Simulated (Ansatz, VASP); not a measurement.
**Y2CI2: VASP beside Ansatz**

```
CELL_PARAMETERS angstrom
3.87819 0.00000 0.00000
-1.93910 3.35861 0.00000
0.00000 0.00000 11.06945
ATOMIC_POSITIONS crystal
Y 0.33333 0.66667 0.11828
Y 0.66667 0.33333 0.88172
C 0.00000 0.00000 0.00000
I 0.33333 0.66667 0.68699
I 0.66667 0.33333 0.31301
```

Alike in both runs: task single point; functional LDA; k mesh 6 × 6 × 2; no spin polarisation.

```csv
,VASP,Ansatz
version,VASP 6.6.1,Ansatz 0.2.0
potentials or method,"VASP PAW LDA potentials, release 64 (Y_sv, C, I), cutoff 520 eV","plane waves, PAW"
occupations,"gaussian, width 0.01 eV",fixed
valence electrons in the cell,40,60
```

```csv
,VASP,Ansatz,Ansatz less VASP
gap on the k mesh at the Fermi level (eV),0.43,0.45,+0.013
```

LDA's correlation is that of Perdew and Zunger in VASP and of Perdew and Wang (1992) in Ansatz. VASP's potentials hold 40 valence electrons a cell and Ansatz's 60, so a difference there can come from the potentials and not from the codes.

Spin-orbit coupling is off throughout.
